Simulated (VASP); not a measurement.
Write the native input for VASP 6.6.1 that does the following.

| Quantity | Value |
| --- | --- |
| Task | single point |
| Functional | PBE |
| Dispersion | D3(BJ) |
| Potentials or basis | VASP PAW PBE potentials, release 64 (Al) |
| Cutoff | 520 eV |
| k mesh | 3 × 3 × 1 |
| Occupations | fermi-dirac, width 0.1 eV |
| Spin | no spin polarisation |
| Dipole correction | no |
| Further INCAR settings | ALGO = Normal; EDIFF = 1e-07; NBANDS = 30 |

The structure of Al lies in POSCAR:

```
Al
1.0
    5.7275650000      0.0000000000      0.0000000000
    2.8637820000      4.9602170000      0.0000000000
    0.0000000000      0.0000000000     16.6765370000
Al
12
Direct
    0.1666684945      0.1666660955      0.0599644878
    0.6666715499      0.1666660955      0.0599644878
    0.1666709227      0.6666643818      0.0599644878
    0.6666739781      0.6666643818      0.0599644878
   -0.1514632613      0.3414769959      0.1995977942
    0.3323259712      0.3125871308      0.1989801600
   -0.1900728402      0.8700224204      0.1971932182
    0.3099644374      0.8283306960      0.2034595072
   -0.0419684426      0.0181846883      0.3359510431
    0.4602916992      0.0196765585      0.3418755345
    0.0133736355      0.4800999634      0.3397407987
    0.5300800891      0.4889100618      0.3507322893
```

These files were run (other wordings do the same):

INCAR

```
SYSTEM = Al
PREC = Accurate
ENCUT = 520
EDIFF = 1E-7
ISMEAR = -1
SIGMA = 0.1
LREAL = .False.
LASPH = .True.
NELM = 80
ALGO = Normal
ISIF = 2
LWAVE = .False.
LCHARG = .True.
GGA = PE
IVDW = 12
LELF = .True.
LVHAR = .True.
NBANDS = 30
```

KPOINTS

```
Automatic mesh
0
Gamma
  3 3 1
  0 0 0
```

Potentials or basis: VASP PAW PBE potentials, release 64 (Al).

Run with:

```console
$ cat potpaw_PBE.64/Al/POTCAR > POTCAR
$ mpirun -np 1 vasp_std > vasp.out
```

It gave:

The largest force is 0.946 eV/Å and the band gap on the k mesh is zero (bands 18 and 19 overlap by 0.23 eV). The dispersion energy per atom is -0.227 eV.

Caveat: the k points lie up to 0.42 Å⁻¹ apart; there is no dipole correction, which matters where the two faces differ.

It took 5.8 min on 1 thread of Intel Xeon 8259CL, with other jobs on the host, peak memory 0.58 GiB.
